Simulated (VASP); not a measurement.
Input of a VASP 6.6.1 run:

File POSCAR:

```
InPd
1.0
    0.0000000000      2.7460700000      2.7460700000
    2.7460700000      0.0000000000      2.7460700000
    2.7460700000      2.7460700000      0.0000000000
In Pd
1 1
Direct
    0.0000000000      0.0000000000      0.0000000000
    0.5000000000      0.5000000000      0.5000000000
```

File INCAR.step1:

```
PREC     = Accurate       # precision mode
ENCUT    = 520            # plane-wave cutoff, eV
EDIFF    = 1E-5           # SCF threshold, eV
ISMEAR   = -1             # smearing method
SIGMA    = 0.05           # smearing width, eV
LREAL    = F              # projectors in reciprocal space
LASPH    = T              # aspherical terms in the spheres
NELM     = 60             # most SCF steps
ALGO     = Normal         # electronic algorithm
ISIF     = 2              # what is computed and relaxed
LWAVE    = T              # write WAVECAR
NBANDS   = 18             # bands
GGA      = PE             # functional
```

Contents of INCAR.step2:

```
PREC     = Accurate       # precision mode
ENCUT    = 520            # plane-wave cutoff, eV
EDIFF    = 1E-7           # SCF threshold, eV
ISMEAR   = -1             # smearing method
SIGMA    = 0.05           # smearing width, eV
LREAL    = F              # projectors in reciprocal space
LASPH    = T              # aspherical terms in the spheres
NELM     = 60             # most SCF steps
ALGO     = Normal         # electronic algorithm
ISIF     = 2              # what is computed and relaxed
LWAVE    = F              # write WAVECAR
LCHARG   = T              # write CHGCAR
METAGGA  = R2SCAN         # meta-GGA
LHFCALC  = T              # exact exchange
AEXX     = 0.5            # exact-exchange fraction
LMIXTAU  = T            
PRECFOCK = Normal       
LELF     = T              # ELF
LVHAR    = T            
NBANDS   = 18             # bands
ISTART   = 1
```

Contents of KPOINTS:

```
Automatic mesh
0
Gamma
  4 4 4
```

Potentials or basis: VASP PAW PBE potentials, release 64 (In_d, Pd).

The run is started by

```console
$ cat potpaw_PBE.64/In_d/POTCAR potpaw_PBE.64/Pd/POTCAR > POTCAR
$ cp INCAR.step1 INCAR
$ mpirun -np 1 vasp_std > vasp.out
$ cp INCAR.step2 INCAR
$ mpirun -np 1 vasp_std > vasp.out
```

(1) What does it give for the band gap on the k mesh?

(2) Estimate the pressure.

## Answers

(1) zero (an odd number of electrons rules out a gap without spin polarisation).

(2) -7.0 GPa.

Caveat: the k points lie up to 0.50 Å⁻¹ apart, too coarse for converged energies and pressures of a metal; the PAW data sets were made with another functional, which shifts forces and pressure a little; spin-orbit coupling is left out, which moves the levels of the heavy elements.
